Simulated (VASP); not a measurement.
# B (Fd-3m) in VASP: a series of runs

Runs on B. Level: RPBE. Tasks: single point.

Program: VASP 6.6.1. These are calculated values, not measurements. Logs are shortened: lines on timing, memory, paths and dates and some standing lists are left out, and cuts for length are marked.

## (1) The cell of the first run

It takes space group Fd-3m (No. 227, cubic). The conventional cell has a = 4.077 Å, b = 4.077 Å, c = 4.077 Å, α = 90.00°, β = 90.00°, γ = 90.00°. B (site symmetry -43m) has 4 B at 1.77 Å within 2.3 Å.

## (2) Single point, RPBE

The input, INCAR:

```
PREC = Accurate ; ENCUT = 520
EDIFF = 1E-6 ; ISMEAR = -1
SIGMA = 0.1 ; LREAL = False
LASPH = True ; NELM = 60
ALGO = Normal ; ISIF = 2
LWAVE = False ; LCHARG = True
GGA = RP ; LELF = True
LVHAR = True ; NBANDS = 10
```

The input, KPOINTS:

```
regular mesh
0
Gamma
  15 15 15
```

The input, POSCAR:

```
B
1.0
    0.0000000000      2.0385974816      2.0385974816
    2.0385974816      0.0000000000      2.0385974816
    2.0385974816      2.0385974816      0.0000000000
B
2
Direct
    0.1250000000      0.1250000000      0.1250000000
    0.8750000000      0.8750000000      0.8750000000
```

Potentials or basis: VASP PAW PBE potentials, release 64 (B).

Started as:

```bash
cat potpaw_PBE.64/B/POTCAR > POTCAR
mpirun -np 1 vasp_std > vasp.out
```

OUTCAR:

```text
PREC = Accurate
   ENCUT = 520
   EDIFF = 1E-6
   ISMEAR = -1
   LREAL = False
   LASPH = True
   NELM = 60
   ISIF = 2
   GGA = RP

 ion  position               nearest neighbor table
   1  0.125  0.125  0.125-   2 1.77   2 1.77   2 1.77   2 1.77
   2  0.875  0.875  0.875-   1 1.77   1 1.77   1 1.77   1 1.77

  LATTYP: Found a face centered cubic cell.
 ALAT       =     4.0771949632

  Lattice vectors:

 A1 = (   0.0000000000,   2.0385974816,   2.0385974816)
 A2 = (   2.0385974816,   0.0000000000,   2.0385974816)
 A3 = (   2.0385974816,   2.0385974816,   0.0000000000)

Analysis of symmetry for initial positions (statically):
=====================================================================
 Subroutine PRICEL returns:
 Original cell was already a primitive cell.

 Routine SETGRP: Setting up the symmetry group for a
 face centered cubic supercell.

 Subroutine GETGRP returns: Found 48 space group operations
 (whereof 12 operations were pure point group operations)
 out of a pool of 48 trial point group operations.

The static configuration has the point symmetry D_3d.
 The point group associated with its full space group is O_h .

Analysis of symmetry for dynamics (positions and initial velocities):
=====================================================================
 Subroutine PRICEL returns:
 Original cell was already a primitive cell.

 Routine SETGRP: Setting up the symmetry group for a
 face centered cubic supercell.

 Subroutine GETGRP returns: Found 48 space group operations
 (whereof 12 operations were pure point group operations)
 out of a pool of 48 trial point group operations.

The dynamic configuration has the point symmetry D_3d.
 The point group associated with its full space group is O_h .

 Subroutine INISYM returns: Found 48 space group operations
 (whereof 12 operations are pure point group operations),
 and found     1 'primitive' translations

----------------------------------------------------------------------------------------

                                     Primitive cell

  volume of cell :      16.9443

  direct lattice vectors                    reciprocal lattice vectors
     0.000000000  2.038597482  2.038597482    -0.245266662  0.245266662  0.245266662
     2.038597482  0.000000000  2.038597482     0.245266662 -0.245266662  0.245266662
     2.038597482  2.038597482  0.000000000     0.245266662  0.245266662 -0.245266662

  length of vectors
     2.883012207  2.883012207  2.883012207     0.424814320  0.424814320  0.424814320

  position of ions in fractional coordinates (direct lattice)
[... 81 lines left out ...]
   EDIFFG = 0.1E-04   stopping-criterion for IOM
   NSW    =      0    number of steps for IOM
   IBRION =     -1    ionic relax: 0-MD 1-quasi-New 2-CG
   NFREE  =      0    steps in history (QN), initial steepest desc. (CG)
   ISIF   =      2    stress and relaxation
   ISYM   =      2    0-nonsym 1-usesym 2-fastsym
   POTIM  = 0.5000    time-step for ionic-motion
   TEBEG  =    0.0;   TEEND  =   0.0 temperature during run
   PSTRESS=    0.0 pullay stress
   NELECT =       6.0000    total number of electrons
   NUPDOWN=      -1.0000    fix difference up-down
   EMIN   =  10.00;   EMAX   =-10.00  energy-range for DOS
   EFERMI =   0.00;   METHOD = LEGACY
   ISMEAR =    -1;   SIGMA  =   0.10  broadening in eV -4-tet -1-fermi 0-gaus
   EFERMI_NEDOS =   21; number of points for ismear=-14 and -15
   IALGO  =     38    algorithm
   IMIX   =      4    mixing-type and parameters
     AMIX     =   0.40;   BMIX     =  1.00
     AMIX_MAG =   1.60;   BMIX_MAG =  1.00
  volume/ion in A,a.u.               =       8.47        57.17
  Fermi-wavevector in a.u.,A,eV,Ry     =   1.158201  2.188682 18.251243  1.341429
  Thomas-Fermi vector in A             =   2.294805
   LORBIT       =      0    0 simple, 1 ext, 2 COOP (PROOUT), +10 PAW based schemes
   GGA     = RP    functional components
   LHFCALC =     F    Hartree Fock is set to
   AEXX    =    0.0000 exact exchange contribution
   IVDW    =     0    specifies the selected vdW correction
   LEPSILON=     F    determine dielectric tensor
   LRPA    =     F    only Hartree local field effects (RPA)
 non-spin polarized calculation
  energy-cutoff  :      520.00
  volume of cell :       16.94
 maximum number of plane-waves:       468
 NGX is ok and might be reduce to    24
   NGX = 11   NGY = 11   NGZ = 11

 number of electron       6.0000000 magnetization

 Free energy of the ion-electron system (eV)
  ---------------------------------------------------
  ext. energy  EPLUGINS =         0.00000000
  ---------------------------------------------------
  free energy    TOTEN  =       -10.96065099 eV

  energy without entropy =      -10.93023075  energy(sigma->0) =      -10.94544087

 E-fermi :   3.7182     XC(G=0): -11.0867

 val. band max:        3.6629600758   @ k =  -0.1333   0.2000   0.0667
 cond. band min:       3.7221297951   @ k =  -0.4000   0.2667   0.0667
 fundamental gap:      0.0591697193
 Fermi energy:         3.7182272931

 k-point     1 :       0.0000    0.0000    0.0000
  band No.  band energies     occupation
      1      -9.0939      2.00000
      2       7.7068      0.00000
      3       7.7068      0.00000
      4       7.7068      0.00000
      5      11.8072      0.00000
      6      11.8072      0.00000
      7      11.8072      0.00000
      8      19.8483      0.00000
      9      22.2754      0.00000
     10      26.3641      0.00000
[... 287 lines left out ...]
 k-point    24 :       0.2000    0.1333    0.0000
  band No.  band energies     occupation
      1      -8.2376      2.00000
      2       4.8645      0.00002
      3       5.5207      0.00000
      4       6.3287      0.00000
      5      11.5393      0.00000
      6      14.7416      0.00000
      7      14.7615      0.00000
      8      17.7586      0.00000
      9      23.1175      0.00000
     10      23.6359      0.00000

 [... further k-points ...]
[... 5 lines left out ...]
  --------------------------------------------------------------------------------------
  -------------------------------------------------------------------------------------
  Total       -0.0163474     -0.0163474     -0.0163474      0.0000000      0.0000000      0.0000000
  in kB       -1.5457309     -1.5457309     -1.5457309      0.0000000      0.0000000      0.0000000
  external PRESSURE =      -1.5457309 kB  Pullay stress =       0.0000000 kB

 VOLUME and BASIS-vectors are now :
 -----------------------------------------------------------------------------
  energy-cutoff  :      520.00
  volume of cell :       16.94
      direct lattice vectors                 reciprocal lattice vectors
     0.000000000  2.038597482  2.038597482    -0.245266662  0.245266662  0.245266662
     2.038597482  0.000000000  2.038597482     0.245266662 -0.245266662  0.245266662
     2.038597482  2.038597482  0.000000000     0.245266662  0.245266662 -0.245266662

 POSITION                                       TOTAL-FORCE (eV/Angst)
 -----------------------------------------------------------------------------------
      0.50965      0.50965      0.50965         0.000000     -0.000000     -0.000000
      3.56755      3.56755      3.56755        -0.000000      0.000000      0.000000
 -----------------------------------------------------------------------------------
    total drift:                                0.000000      0.000000      0.000000

  FREE ENERGIE OF THE ION-ELECTRON SYSTEM (eV)
  ---------------------------------------------------
  free  energy   TOTEN  =       -10.9606509898 eV

  energy  without entropy=      -10.9302307550  energy(sigma->0) =      -10.94544087
```

stdout:

```text
POSCAR found type information on POSCAR B
 POSCAR found :  1 types and       2 ions
 scaLAPACK will be used
 -----------------------------------------------------------------------------
|                                                                             |
|                                                                             |
|     You enforced a specific xc type in the INCAR file but a different       |
|     I HOPE YOU KNOW WHAT YOU ARE DOING!                                     |
|                                                                             |
 -----------------------------------------------------------------------------

 LDA part: xc-table for (Slater+PW92), standard interpolation
 POSCAR, INCAR and KPOINTS ok, starting setup
 FFT: planning ... GRIDC
 FFT: planning ... GRID_SOFT
 FFT: planning ... GRID
 WAVECAR not read
 entering main loop
```

Run time: 13 s. Hardware: 1 thread of AMD EPYC 7R13 (Zen 3), shared host; peak memory 0.11 GiB.

What came out:

```yaml
Free_energy: -10.9607 eV
Pressure: -0.2 GPa
Band_gap_on_the_k_mesh: zero (band 3 reaches 7.71 eV, above the bottom of band 4 at 1.14 eV)
```

Levels at points of the mesh, in eV from the Fermi level:
| k point | band 1 | band 2 | band 3 | band 4 | band 5 | band 6 | band 7 | band 8 |
| --- | --- | --- | --- | --- | --- | --- | --- | --- |
| (0.00, 0.00, 0.00) | -12.81 | 3.99 | 3.99 | 3.99 | 8.09 | 8.09 | 8.09 | 16.13 |

Caveat: the PAW data sets were made with another functional, which shifts forces and pressure a little.

## (3) Single point, RPBE (volume scaled by 1.04)

The input, INCAR:

```
  ALGO = Normal
  EDIFF = 1E-6
  ENCUT = 520
  GGA = RP
  ISIF = 2
  ISMEAR = -1
  LASPH = T
  LCHARG = F
  LREAL = F
  LWAVE = F
  NBANDS = 10
  NELM = 60
  PREC = Accurate
  SIGMA = 0.1
```

The input, KPOINTS:

```
k-points
0
Gamma
  15 15 15
```

The input, POSCAR:

```
B
1.0
    0.0000000000      2.0654242091      2.0654242091
    2.0654242091      0.0000000000      2.0654242091
    2.0654242091      2.0654242091      0.0000000000
B
2
Direct
    0.1250000000      0.1250000000      0.1250000000
    0.8750000000      0.8750000000      0.8750000000
```

Potentials or basis: VASP PAW PBE potentials, release 64 (B).

Started as:

```bash
cat potpaw_PBE.64/B/POTCAR > POTCAR
mpirun -np 1 vasp_std > vasp.out
```

Wall time 13 s (1 thread of AMD EPYC 7R13 (Zen 3), shared host); peak memory 0.11 GiB.

The run converged. Its results:

```
Free energy            : -10.9468 eV
Pressure               : -6.4 GPa
Band gap on the k mesh : zero (band 3 reaches 7.29 eV, above the bottom of band 4 at 0.97 eV)
```

Levels at points of the mesh, in eV from the Fermi level:
| k point | band 1 | band 2 | band 3 | band 4 | band 5 | band 6 |
| --- | --- | --- | --- | --- | --- | --- |
| (0.00, 0.00, 0.00) | -12.54 | 3.86 | 3.86 | 3.86 | 7.89 | 7.89 |

Caveat: the PAW data sets were made with another functional, which shifts forces and pressure a little.

## (4) Single point, RPBE (volume scaled by 1.08)

The input, INCAR:

```
  PREC = Accurate
  ENCUT = 520
  EDIFF = 1E-6
  ISMEAR = -1
  SIGMA = 0.1
  LREAL = False
  LASPH = True
  NELM = 80
  ALGO = Normal
  ISIF = 2
  LWAVE = False
  LCHARG = False
  GGA = RP
  NBANDS = 10
```

The input, KPOINTS:

```
regular mesh
0
Gamma
  15 15 15
```

The input, POSCAR:

```
B
1.0
    0.0000000000      2.0915715951      2.0915715951
    2.0915715951      0.0000000000      2.0915715951
    2.0915715951      2.0915715951      0.0000000000
B
2
Direct
    0.1250000000      0.1250000000      0.1250000000
    0.8750000000      0.8750000000      0.8750000000
```

Started as:

```bash
cat potpaw_PBE.64/B/POTCAR > POTCAR
mpirun -np 1 vasp_std > vasp.out
```

Wall time 13 s (1 thread of AMD EPYC 7R13 (Zen 3), shared host); peak memory 0.11 GiB.

Results (log left out):

```yaml
Free_energy: -10.9089 eV
Pressure: -11.5 GPa
Band_gap_on_the_k_mesh: zero (band 3 reaches 6.89 eV, above the bottom of band 4 at 0.81 eV)
```

Levels at points of the mesh, in eV from the Fermi level:
| k point | band 1 | band 2 | band 3 | band 4 | band 5 | band 6 |
| --- | --- | --- | --- | --- | --- | --- |
| (0.00, 0.00, 0.00) | -12.28 | 3.73 | 3.73 | 3.73 | 7.70 | 7.70 |

Caveat: the PAW data sets were made with another functional, which shifts forces and pressure a little.

(Part 1 of 2 ends here.)
